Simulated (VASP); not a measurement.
# SnSe2 (P-3m1) in VASP: a series of runs, part 2 of 2

VASP 6.6.1.

### Step 3. Single point, PBEsol+D3(BJ) (strain +0.080 along x and y, +0.000 along z)

INCAR

```
SYSTEM = SnSe2
PREC     = Accurate       ! precision mode
ENCUT    = 520            ! plane-wave cutoff, eV
EDIFF    = 1E-6           ! SCF threshold, eV
ISMEAR   = 0              ! smearing method
SIGMA    = 0.05           ! smearing width, eV
LREAL    = .FALSE.        ! projectors in reciprocal space
LASPH    = .TRUE.         ! aspherical terms in the spheres
NELM     = 60             ! most SCF steps
ALGO     = Normal         ! electronic algorithm
ISIF     = 2              ! what is computed and relaxed
LWAVE    = .FALSE.        ! write WAVECAR
LCHARG   = .FALSE.        ! write CHGCAR
GGA      = PS             ! functional
IVDW     = 12             ! dispersion correction
NBANDS   = 20             ! bands
```

KPOINTS

```
regular mesh
0
G
  12 12 6
  0 0 0
```

POSCAR

```
SnSe2
1.0
    4.1158786841      0.0000000000      0.0000000000
   -2.0579393420      3.5644554993      0.0000000000
    0.0000000000      0.0000000000      6.1370000000
Sn Se
1 2
Direct
    0.0000000000      0.0000000000      0.0000000000
    0.3333333333      0.6666666667      0.2500000000
    0.6666666667      0.3333333333      0.7500000000
```

Potentials or basis: VASP PAW PBE potentials, release 64 (Sn_d, Se).

The run is started by

```
cat potpaw_PBE.64/Sn_d/POTCAR potpaw_PBE.64/Se/POTCAR > POTCAR
mpirun -np 1 vasp_std > vasp.out
```

OUTCAR:

```text
SYSTEM = SnSe2
   PREC = Accurate
   ENCUT = 520
   EDIFF = 1E-6
   ISMEAR = 0
   LREAL = .FALSE.
   LASPH = .TRUE.
   NELM = 60
   ISIF = 2
   GGA = PS
   IVDW = 12
 IVDW          = 12

 ion  position               nearest neighbor table
   1  0.000  0.000  0.000-   2 2.83   3 2.83   2 2.83   3 2.83   3 2.83   2 2.83
   2  0.333  0.667  0.250-   1 2.83   1 2.83   1 2.83
   3  0.667  0.333  0.750-   1 2.83   1 2.83   1 2.83

  LATTYP: Found a hexagonal cell.
 ALAT       =     4.1158786841
 C/A-ratio  =     1.4910546377

  Lattice vectors:

 A1 = (   4.1158786841,   0.0000000000,   0.0000000000)
 A2 = (  -2.0579393420,   3.5644554993,   0.0000000000)
 A3 = (   0.0000000000,   0.0000000000,   6.1370000000)

Analysis of symmetry for initial positions (statically):
=====================================================================
 Subroutine PRICEL returns:
 Original cell was already a primitive cell.

 Routine SETGRP: Setting up the symmetry group for a
 hexagonal supercell.

 Subroutine GETGRP returns: Found 12 space group operations
 (whereof 12 operations were pure point group operations)
 out of a pool of 24 trial point group operations.

The static configuration has the point symmetry D_3d.

[... 162 lines left out ...]

 E-fermi :   2.9223     XC(G=0):  -8.9769

 val. band max:        2.8833973508   @ k =   0.0000   0.0000   0.0000
 cond. band min:       3.0822838783   @ k =   0.0000   0.4167   0.3333
 fundamental gap:      0.1988865275
 Fermi energy:         2.9223412157

 k-point     1 :       0.0000    0.0000    0.0000
  band No.  band energies     occupation
      1     -18.4874      2.00000
      2     -18.4874      2.00000
      3     -18.4851      2.00000
      4     -18.4666      2.00000
      5     -18.4666      2.00000
      6     -10.4145      2.00000
[... 541 lines left out ...]
     19      10.5663      0.00000
     20      11.0232      0.00000

 [... further k-points ...]

------------------------ aborting loop because EDIFF is reached ----------------------------------------

 Edisp (eV)   -0.84222

 E8    (eV) :    -0.5549

  FORCE on cell =-STRESS in cart. coord.  units (eV):
  Direction    XX          YY          ZZ          XY          YZ          ZX
  --------------------------------------------------------------------------------------
  -------------------------------------------------------------------------------------
  Total      -5.04864    -5.04864    -2.42960    -0.00000    -0.00000     0.00000
  in kB     -89.84072   -89.84072   -43.23488    -0.00000    -0.00000     0.00000
  external pressure =      -74.31 kB  Pullay stress =        0.00 kB

 VOLUME and BASIS-vectors are now :
 -----------------------------------------------------------------------------
  energy-cutoff  :      520.00
  volume of cell :       90.04
      direct lattice vectors                 reciprocal lattice vectors
     4.115878684  0.000000000  0.000000000     0.242961486  0.140273879  0.000000000
    -2.057939342  3.564455499  0.000000000     0.000000000  0.280547758  0.000000000
     0.000000000  0.000000000  6.137000000     0.000000000  0.000000000  0.162946065

 POSITION                                       TOTAL-FORCE (eV/Angst)
 -----------------------------------------------------------------------------------
      0.00000      0.00000      0.00000        -0.000000      0.000000      0.000000
     -0.00000      2.37630      1.53425         0.000000      0.000000     -0.254441
      2.05794      1.18815      4.60275        -0.000000     -0.000000      0.254441
 -----------------------------------------------------------------------------------
    total drift:                               -0.000000     -0.000000      0.000000

  FREE ENERGIE OF THE ION-ELECTRON SYSTEM (eV)
  ---------------------------------------------------
  free  energy   TOTEN  =       -13.5085275308 eV

  energy  without entropy=      -13.5083821208  energy(sigma->0) =      -13.50845483
```

Wall time 2.2 min (1 thread of Intel Xeon Platinum 8488C (Sapphire Rapids), shared host); peak memory 0.33 GiB.

Results:

- Free energy: -13.5085 eV
- Pressure: -7.4 GPa
- Largest force: 0.254 eV/Å
- Dispersion energy per atom: -0.281 eV

Forces on the atoms (eV/Å):
```
Sn   0.000  0.000  0.000
Se   0.000  0.000 -0.254
Se   0.000  0.000  0.254
```

Caveat: the cell differs from its parent crystal (strain +0.080 along x and y, +0.000 along z); the PAW data sets were made with another functional, which shifts forces and pressure a little; spin-orbit coupling is left out, which moves the levels of the heavy elements.

### Step 4. Single point, PBEsol+D3(BJ) (strain -0.080 along x and y, -0.080 along z)

INCAR

```
PREC = Accurate
ENCUT = 520
EDIFF = 1E-7
ISMEAR = 0
SIGMA = 0.05
LREAL = F
LASPH = T
NELM = 60
ALGO = Normal
ISIF = 2
LWAVE = F
LCHARG = T
GGA = PS
IVDW = 12
LELF = T
LVHAR = T
NBANDS = 20
```

KPOINTS

```
regular mesh
0
Gamma
  12 12 6
```

POSCAR

```
SnSe2
1.0
    3.5061188790      0.0000000000      0.0000000000
   -1.7530594395      3.0363880179      0.0000000000
    0.0000000000      0.0000000000      5.6460400000
Sn Se
1 2
Direct
    0.0000000000      0.0000000000      0.0000000000
    0.3333333333      0.6666666667      0.2500000000
    0.6666666667      0.3333333333      0.7500000000
```

The run is started by

```
cat potpaw_PBE.64/Sn_d/POTCAR potpaw_PBE.64/Se/POTCAR > POTCAR
mpirun -np 1 vasp_std > vasp.out
```

It took 2.1 min on 1 thread of Intel Xeon Platinum 8488C (Sapphire Rapids), shared host; peak memory 0.26 GiB.

Results (log left out):

* Free energy: -12.5480 eV
* Pressure: 32.4 GPa
* Largest force: 4.141 eV/Å
* Band gap on the k mesh: 0.83 eV, indirect (least direct gap 1.62 eV)
* Dispersion energy per atom: -0.424 eV

Forces on the atoms (eV/Å):
```
Sn   0.000  0.000  0.000
Se   0.000  0.000  4.141
Se   0.000  0.000 -4.141
```

Stress tensor (GPa, compression positive):
```
32.30  0.00  0.00
 0.00 32.30  0.00
 0.00  0.00 32.51
```

Levels at points of the mesh, in eV from the valence-band top:
```
           k point  band 10  band 11  band 12  band 13  band 14  band 15  band 16  band 17
(0.00, 0.00, 0.00)    -1.04    -0.57    -0.57     0.00     2.51     2.89     4.96     4.96
(0.50, 0.00, 0.00)    -4.14    -3.81    -1.99    -0.44     1.21     3.79     5.11     5.82
(0.00, 0.00, 0.50)    -1.16    -1.16    -0.33    -0.33     3.07     3.73     4.53     4.53
(0.50, 0.00, 0.50)    -3.58    -2.58    -1.37    -1.07     1.14     3.98     4.49     5.23
```

Caveat: the cell differs from its parent crystal (strain -0.080 along x and y, -0.080 along z); the PAW data sets were made with another functional, which shifts forces and pressure a little; spin-orbit coupling is left out, which moves the levels of the heavy elements.

### Step 5. Single point, PBEsol+D3(BJ) (strain +0.080 along x and y, +0.040 along z)

INCAR is that of step 4.

KPOINTS

```
Automatic mesh
0
Gamma
  12 12 6
```

POSCAR

```
SnSe2
1.0
    4.1158786841      0.0000000000      0.0000000000
   -2.0579393420      3.5644554993      0.0000000000
    0.0000000000      0.0000000000      6.3824800000
Sn Se
1 2
Direct
    0.0000000000      0.0000000000      0.0000000000
    0.3333333333      0.6666666667      0.2500000000
    0.6666666667      0.3333333333      0.7500000000
```

The run is started by

```
cat potpaw_PBE.64/Sn_d/POTCAR potpaw_PBE.64/Se/POTCAR > POTCAR
mpirun -np 1 vasp_std > vasp.out
```

Wall time 2.6 min (1 thread of Intel Xeon Platinum 8488C (Sapphire Rapids), shared host); peak memory 0.34 GiB.

Results (log left out):

| Property | Result |
| --- | --- |
| Free energy | -13.3891 eV |
| Pressure | -8.5 GPa |
| Largest force | 0.647 eV/Å |
| Dispersion energy per atom | -0.270 eV |

Forces in eV/Å, atoms in the order of the input:
```
Sn   0.000  0.000  0.000
Se   0.000  0.000 -0.647
Se   0.000  0.000  0.647
```

Stress tensor (GPa, compression positive):
```
-9.54  0.00  0.00
 0.00 -9.54  0.00
 0.00  0.00 -6.31
```

Levels at points of the mesh, in eV from the Fermi level:
| k point | band 10 | band 11 | band 12 | band 13 | band 14 | band 15 | band 16 | band 17 |
| --- | --- | --- | --- | --- | --- | --- | --- | --- |
| (0.00, 0.00, 0.00) | -0.84 | -0.62 | -0.62 | -0.09 | -0.02 | 2.34 | 3.88 | 3.88 |
| (0.50, 0.00, 0.00) | -2.41 | -2.36 | -1.03 | -0.45 | 0.62 | 3.22 | 4.69 | 5.33 |
| (0.00, 0.00, 0.50) | -0.92 | -0.92 | -0.48 | -0.48 | 1.28 | 2.15 | 3.66 | 3.66 |
| (0.50, 0.00, 0.50) | -2.21 | -1.73 | -0.81 | -0.78 | 0.40 | 3.74 | 4.56 | 5.27 |

Caveat: the cell differs from its parent crystal (strain +0.080 along x and y, +0.040 along z); the PAW data sets were made with another functional, which shifts forces and pressure a little; spin-orbit coupling is left out, which moves the levels of the heavy elements.

### Step 6. Summary

```csv
cell,pressure (GPa),largest force (eV/Å)
"a = 4.116, b = 4.116, c = 5.892 Å, angles 90.0, 90.0, 120.0°, 3 atoms",-6.1,0.15
"a = 4.116, b = 4.116, c = 6.137 Å, angles 90.0, 90.0, 120.0°, 3 atoms",-7.4,0.25
"a = 3.506, b = 3.506, c = 5.646 Å, angles 90.0, 90.0, 120.0°, 3 atoms",32.4,4.14
"a = 4.116, b = 4.116, c = 6.382 Å, angles 90.0, 90.0, 120.0°, 3 atoms",-8.5,0.65
```

Alike in all rows: task single point; level PBEsol+D3(BJ); potentials or basis VASP PAW PBE potentials, release 64 (Sn_d, Se); no spin polarisation; k mesh 12 × 12 × 6; cutoff (eV) 520; smearing gaussian 0.05 eV.

Caveats: the PAW data sets were made with another functional, which shifts forces and pressure a little; spin-orbit coupling is left out, which moves the levels of the heavy elements.

Absolute energies hang on the potentials; compare differences alone.
